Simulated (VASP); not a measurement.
# BeS: relaxation of cell and atoms with LDA

BeS:

```
Be S
1.0
     0.00000    2.39817    2.39817
     2.39817    0.00000    2.39817
     2.39817    2.39817    0.00000
Be S
1 1
Direct
  0.00000 0.00000 0.00000
  0.75000 0.75000 0.75000
```

```json
{
 "Program": "VASP 6.6.1",
 "Task": "relaxation of cell and atoms",
 "Functional": "LDA",
 "Potentials or basis": "VASP PAW LDA potentials, release 64 (Be, S)",
 "Cutoff": "600 eV",
 "k mesh": "10 × 10 × 10",
 "Occupations": "gaussian, width 0.01 eV",
 "Spin": "no spin polarisation",
 "Target pressure": "10 GPa",
 "Dipole correction": "no",
 "Further INCAR settings": "ALGO = Normal; EDIFF = 1e-07; IBRION = 2; EDIFFG = -0.002; NSW = 100; ISIF = 3"
}
```

- Relaxed volume: 12.69 Å³/atom
- Relaxed cell: a = 3.299 Å, b = 3.299 Å, c = 3.299 Å, α = 60.00°, β = 60.00°, γ = 60.00°
- Space group after relaxing (to 0.05 Å): F-43m (No. 216)
- Energy change on relaxing (the enthalpy is what falls): +32.3 meV/atom
- Ionic steps: 3
- Pressure after relaxing: 10.0 GPa
- Band gap on the k mesh: 2.63 eV, indirect (least direct gap 5.47 eV)

The path:
| step | energy change (eV) | largest force (eV/Å) | pressure (GPa) | volume (Å³) |
| --- | --- | --- | --- | --- |
| 1 | 0.0000 | 0.0000 | 0.06 | 27.58 |
| 2 | 0.1528 | 0.0000 | 16.45 | 24.31 |
| 3 | 0.0646 | 0.0000 | 9.99 | 25.39 |

Final structure:
```
Be S
1.0
     0.00000    2.33267    2.33267
     2.33267    0.00000    2.33267
     2.33267    2.33267    0.00000
Be S
1 1
Direct
  0.00000 0.00000 0.00000
  0.75000 0.75000 0.75000
```

Levels at points of the mesh, in eV from the valence-band top:
| k point | band 1 | band 2 | band 3 | band 4 | band 5 | band 6 | band 7 | band 8 |
| --- | --- | --- | --- | --- | --- | --- | --- | --- |
| (0.00, 0.00, 0.00) | -14.49 | 0.00 | 0.00 | 0.00 | 5.47 | 5.47 | 5.47 | 6.70 |
| (0.50, 0.00, 0.00) | -12.52 | -6.64 | -1.22 | -1.22 | 5.79 | 6.39 | 6.39 | 11.44 |
| (0.50, 0.50, 0.00) | -11.86 | -5.67 | -3.10 | -3.10 | 2.63 | 4.68 | 13.56 | 13.56 |

Wall time 40 s on 1 thread of Intel Xeon 8259CL, on a shared host, peak memory 0.14 GiB.

Caveat: the cell is relaxed towards a set pressure, so the enthalpy falls and the energy may rise. A k mesh can miss the band edges.
